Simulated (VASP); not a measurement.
# In (P6/mmm) in VASP: notebook

The runs below take In through single point, relaxation of cell and atoms, with PBEsol.

Everything below comes from runs of VASP 6.6.1. Logs are shortened: lines on timing, memory, paths and dates and some standing lists are left out, and cuts for length are marked.

## Step 1: The cell of the first run

Symmetry: P6/mmm, No. 191, hexagonal system. The conventional cell has a = 5.575 Å, b = 5.575 Å, c = 3.418 Å, α = 90.00°, β = 90.00°, γ = 120.00°. In (site symmetry 6/mmm) has 14 In at 3.42 to 3.64 Å within 4.5 Å. Within 4.2 Å of In (site symmetry -6m2) lie 11 In at 3.22 to 3.64 Å.

This isn't the form of In at room conditions, which is tetragonal.

## Step 2: Single point, PBEsol

The input, INCAR:

```
PREC = Accurate
ENCUT = 500
EDIFF = 1E-6
ISMEAR = 0
SIGMA = 0.1
LREAL = False
LASPH = True
NELM = 120
ALGO = Normal
ISIF = 2
LWAVE = False
LCHARG = False
GGA = PS
NBANDS = 26
GGA_COMPAT = False
```

The input, KPOINTS:

```
regular mesh
0
Gamma
  6 6 6
```

The input, POSCAR:

```
In
1.0
    5.5750530085      0.0000000000      0.0000000000
   -2.7875265043      4.8281375328      0.0000000000
    0.0000000000      0.0000000000      3.4177498878
In
3
Direct
    0.0000000000      0.0000000000      0.0000000000
    0.3333333333      0.6666666667      0.5000000000
    0.6666666667      0.3333333333      0.5000000000
```

Potentials or basis: VASP PAW PBE potentials, release 64 (In_d).

The run is started by

```bash
$ cat potpaw_PBE.64/In_d/POTCAR > POTCAR
$ mpirun -np 1 vasp_std > vasp.out
```

OUTCAR:

```text
PREC = Accurate
   ENCUT = 500
   EDIFF = 1E-6
   ISMEAR = 0
   LREAL = False
   LASPH = True
   NELM = 120
   ISIF = 2
   GGA = PS

 ion  position               nearest neighbor table
   1  0.000  0.000  0.000-   2 3.64   3 3.64   2 3.64   3 3.64   3 3.64   3 3.64   2 3.64   2 3.64
                             3 3.64   3 3.64   2 3.64   2 3.64
   2  0.333  0.667  0.500-   3 3.22   3 3.22   3 3.22   1 3.64   1 3.64   1 3.64   1 3.64   1 3.64
                             1 3.64
   3  0.667  0.333  0.500-   2 3.22   2 3.22   2 3.22   1 3.64   1 3.64   1 3.64   1 3.64   1 3.64
                             1 3.64

  LATTYP: Found a hexagonal cell.
 ALAT       =     5.5750530085
 C/A-ratio  =     0.6130434783

  Lattice vectors:

 A1 = (   5.5750530085,   0.0000000000,   0.0000000000)
 A2 = (  -2.7875265043,   4.8281375328,   0.0000000000)
 A3 = (   0.0000000000,   0.0000000000,   3.4177498878)

Analysis of symmetry for initial positions (statically):
=====================================================================
 Subroutine PRICEL returns:
 Original cell was already a primitive cell.

 Routine SETGRP: Setting up the symmetry group for a
 hexagonal supercell.

 Subroutine GETGRP returns: Found 24 space group operations
 (whereof 24 operations were pure point group operations)
 out of a pool of 24 trial point group operations.

The static configuration has the point symmetry D_6h.

Analysis of symmetry for dynamics (positions and initial velocities):
=====================================================================
 Subroutine PRICEL returns:
 Original cell was already a primitive cell.

 Routine SETGRP: Setting up the symmetry group for a
 hexagonal supercell.

 Subroutine GETGRP returns: Found 24 space group operations
 (whereof 24 operations were pure point group operations)
 out of a pool of 24 trial point group operations.

The dynamic configuration has the point symmetry D_6h.

 Subroutine INISYM returns: Found 24 space group operations
 (whereof 24 operations are pure point group operations),
 and found     1 'primitive' translations

----------------------------------------------------------------------------------------

                                     Primitive cell

  volume of cell :      91.9960

  direct lattice vectors                    reciprocal lattice vectors
     5.575053009  0.000000000  0.000000000     0.179370492  0.103559602  0.000000000
    -2.787526504  4.828137533  0.000000000     0.000000000  0.207119203  0.000000000
     0.000000000  0.000000000  3.417749888     0.000000000  0.000000000  0.292590164

  length of vectors
[... 85 lines left out ...]
   LREAL  =      F    real-space projection
   EDIFFG = 0.1E-04   stopping-criterion for IOM
   NSW    =      0    number of steps for IOM
   IBRION =     -1    ionic relax: 0-MD 1-quasi-New 2-CG
   NFREE  =      0    steps in history (QN), initial steepest desc. (CG)
   ISIF   =      2    stress and relaxation
   ISYM   =      2    0-nonsym 1-usesym 2-fastsym
   POTIM  = 0.5000    time-step for ionic-motion
   TEBEG  =    0.0;   TEEND  =   0.0 temperature during run
   PSTRESS=    0.0 pullay stress
   NELECT =      39.0000    total number of electrons
   NUPDOWN=      -1.0000    fix difference up-down
   EMIN   =  10.00;   EMAX   =-10.00  energy-range for DOS
   EFERMI =   0.00;   METHOD = LEGACY
   ISMEAR =     0;   SIGMA  =   0.10  broadening in eV -4-tet -1-fermi 0-gaus
   EFERMI_NEDOS =   21; number of points for ismear=-14 and -15
   IALGO  =     38    algorithm
   IMIX   =      4    mixing-type and parameters
     AMIX     =   0.40;   BMIX     =  1.00
     AMIX_MAG =   1.60;   BMIX_MAG =  1.00
  volume/ion in A,a.u.               =      30.67       206.94
  Fermi-wavevector in a.u.,A,eV,Ry     =   1.229816  2.324015 20.578089  1.512447
  Thomas-Fermi vector in A             =   2.364688
   LORBIT       =      0    0 simple, 1 ext, 2 COOP (PROOUT), +10 PAW based schemes
   GGA     = PS    functional components
   LHFCALC =     F    Hartree Fock is set to
   AEXX    =    0.0000 exact exchange contribution
   IVDW    =     0    specifies the selected vdW correction
   LEPSILON=     F    determine dielectric tensor
   LRPA    =     F    only Hartree local field effects (RPA)
 non-spin polarized calculation
 Gauss-broadening in eV      SIGMA  =   0.10
  energy-cutoff  :      500.00
  volume of cell :       92.00
 maximum number of plane-waves:      2358
 NGX is ok and might be reduce to    42
   NGX = 21   NGY = 21   NGZ = 13

 number of electron      38.9999962 magnetization

 Free energy of the ion-electron system (eV)
  ---------------------------------------------------
  ext. energy  EPLUGINS =         0.00000000
  ---------------------------------------------------
  free energy    TOTEN  =        -8.68439910 eV

  energy without entropy =       -8.67746030  energy(sigma->0) =       -8.68092970

 E-fermi :   5.5546     XC(G=0):  -9.6658

 val. band max:        5.5252690672   @ k =   0.1667  -0.0000   0.5000
 cond. band min:       5.5602439378   @ k =   0.0000   0.0000   0.5000
 fundamental gap:      0.0349748706
 Fermi energy:         5.5546108488

 k-point     1 :       0.0000    0.0000    0.0000
  band No.  band energies     occupation
      1      -8.9174      2.00000
      2      -8.7505      2.00000
      3      -8.7453      2.00000
      4      -8.7453      2.00000
      5      -8.7117      2.00000
      6      -8.6741      2.00000
[... 685 lines left out ...]
     25      10.4725      0.00000
     26      11.1649      0.00000

 [... further k-points ...]

------------------------ aborting loop because EDIFF is reached ----------------------------------------

  FORCE on cell =-STRESS in cart. coord.  units (eV):
  Direction    XX          YY          ZZ          XY          YZ          ZX
  --------------------------------------------------------------------------------------
  -------------------------------------------------------------------------------------
  Total       -2.4872966     -2.4872966     -3.1033562      0.0000000     -0.0000000      0.0000000
  in kB      -43.3180846    -43.3180846    -54.0472124      0.0000000     -0.0000000      0.0000000
  external PRESSURE =     -46.8944605 kB  Pullay stress =       0.0000000 kB

 VOLUME and BASIS-vectors are now :
 -----------------------------------------------------------------------------
  energy-cutoff  :      500.00
  volume of cell :       92.00
      direct lattice vectors                 reciprocal lattice vectors
     5.575053009  0.000000000  0.000000000     0.179370492  0.103559602  0.000000000
    -2.787526504  4.828137533  0.000000000     0.000000000  0.207119203  0.000000000
     0.000000000  0.000000000  3.417749888     0.000000000  0.000000000  0.292590164

 POSITION                                       TOTAL-FORCE (eV/Angst)
 -----------------------------------------------------------------------------------
      0.00000      0.00000      0.00000         0.000000      0.000000     -0.000000
     -0.00000      3.21876      1.70887         0.000000     -0.000000      0.000000
      2.78753      1.60938      1.70887        -0.000000      0.000000     -0.000000
 -----------------------------------------------------------------------------------
    total drift:                                0.000000      0.000000     -0.000000

  FREE ENERGIE OF THE ION-ELECTRON SYSTEM (eV)
  ---------------------------------------------------
  free  energy   TOTEN  =        -8.6843990990 eV

  energy  without entropy=       -8.6774603037  energy(sigma->0) =       -8.68092970
```

stdout:

```text
POSCAR found type information on POSCAR In
 POSCAR found :  1 types and       3 ions
 scaLAPACK will be used
 -----------------------------------------------------------------------------
|                                                                             |
|                                                                             |
|     You enforced a specific xc type in the INCAR file but a different       |
|     I HOPE YOU KNOW WHAT YOU ARE DOING!                                     |
|                                                                             |
 -----------------------------------------------------------------------------

 LDA part: xc-table for (Slater+PW92), standard interpolation
 POSCAR, INCAR and KPOINTS ok, starting setup
 FFT: planning ... GRIDC
 FFT: planning ... GRID_SOFT
 FFT: planning ... GRID
 WAVECAR not read
 entering main loop
```

It took 41 s on 1 thread of AMD EPYC 7R13 (Zen 3), shared host; peak memory 0.2 GiB.

Results:

```yaml
Free_energy: -8.6844 eV
Pressure: -4.7 GPa
Band_gap_on_the_k_mesh: zero (an odd number of electrons rules out a gap without spin polarisation)
```

Stress tensor (GPa, compression positive):
```
-4.33  0.00  0.00
 0.00 -4.33  0.00
 0.00  0.00 -5.40
```

Levels at points of the mesh, in eV from the Fermi level:
```csv
k point,band 15,band 16,band 17,band 18,band 19,band 20,band 21,band 22,band 23,band 24
"(0.00, 0.00, 0.00)",-14.06,-8.42,-2.86,-2.67,-0.63,-0.63,-0.48,-0.48,4.52,7.68
"(0.50, 0.00, 0.00)",-14.04,-6.73,-6.67,-3.78,-2.47,3.11,3.24,4.47,4.64,5.84
"(0.00, 0.00, 0.50)",-14.03,-5.48,-4.46,0.01,0.83,1.08,1.30,1.30,1.48,2.52
"(0.50, 0.00, 0.50)",-14.01,-4.09,-3.49,-3.26,-2.10,-0.34,0.28,0.36,1.91,5.39
```

Caveat: the cell stands under tension; the PAW data sets were made with another functional, which shifts forces and pressure a little; spin-orbit coupling is left out, which moves the levels of the heavy elements.

## Step 3: Relaxation of cell and atoms, PBEsol

The input, INCAR:

```
SYSTEM = In
PREC = Accurate ; ENCUT = 500
EDIFF = 1E-7 ; ISMEAR = 0
SIGMA = 0.1 ; LREAL = .False.
LASPH = .True. ; NELM = 120
ALGO = Normal ; ISIF = 3
LWAVE = .False. ; LCHARG = .False.
GGA = PS ; IBRION = 2
NSW = 90 ; EDIFFG = -0.04
GGA_COMPAT = .False. ; NELMIN = 4
```

The input, KPOINTS:

```
Automatic mesh
0
Gamma
  6 6 6
  0 0 0
```

POSCAR is that of step 2.

Potentials or basis: VASP PAW PBE potentials, release 64 (In_d).

The run is started by

```bash
$ cat potpaw_PBE.64/In_d/POTCAR > POTCAR
$ mpirun -np 1 vasp_std > vasp.out
```

Wall time 2.7 min (1 thread of AMD EPYC 7R13 (Zen 3), shared host); peak memory 0.21 GiB.

It converged, with:

```yaml
Free_energy: -8.9480 eV
Relaxed_volume: 25.78 Å³/atom
Relaxed_cell: a = 5.301 Å, b = 5.301 Å, c = 3.177 Å, α = 90.00°, β = 90.00°, γ = 120.00°
Space_group_after_relaxing_to_0.1_Å: P6/mmm (No. 191)
Energy_gained_by_relaxing: 87.9 meV/atom
Ionic_steps: 5
Pressure_after_relaxing: 0.1 GPa
Band_gap_on_the_k_mesh: zero (an odd number of electrons rules out a gap without spin polarisation)
```

Stress tensor (GPa, compression positive):
```
 0.19  0.00  0.00
 0.00  0.19  0.00
 0.00  0.00 -0.03
```

Step by step:
```tsv
step	energy change (eV)	largest force (eV/Å)	pressure (GPa)	volume (Å³)
1	0.0000	0.0000	-4.70	92.00
2	-0.2458	0.0000	-1.50	80.52
3	-0.2617	0.0000	-0.04	77.59
4	-0.2618	0.0000	0.11	77.32
5	-0.2636	0.0000	0.12	77.33
```

Final structure:
```cif
data_structure
_symmetry_space_group_name_H-M 'P 1'
_symmetry_Int_Tables_number 1
_cell_length_a 5.3013
_cell_length_b 5.3013
_cell_length_c 3.1772
_cell_angle_alpha 90.000
_cell_angle_beta 90.000
_cell_angle_gamma 120.000
_cell_volume 77.33
loop_
_atom_site_label
_atom_site_type_symbol
_atom_site_fract_x
_atom_site_fract_y
_atom_site_fract_z
_atom_site_occupancy
In1 In 0.00000 0.00000 0.00000 1
In2 In 0.33333 0.66667 0.50000 1
In3 In 0.66667 0.33333 0.50000 1
```

Levels at points of the mesh, in eV from the Fermi level:
```tsv
k point	band 17	band 18	band 19	band 20	band 21	band 22
(0.00, 0.00, 0.00)	-2.83	-2.63	-1.07	-1.07	-0.97	-0.97
(0.50, 0.00, 0.00)	-7.62	-3.98	-3.25	3.53	3.63	4.74
(0.00, 0.00, 0.50)	-4.99	1.09	1.11	1.32	1.34	1.35
(0.50, 0.00, 0.50)	-3.83	-3.27	-2.74	-0.20	0.14	0.26
```

Caveat: the volume moved by over 15 % at a fixed basis, so the end points are rough; the PAW data sets were made with another functional, which shifts forces and pressure a little; spin-orbit coupling is left out, which moves the levels of the heavy elements.
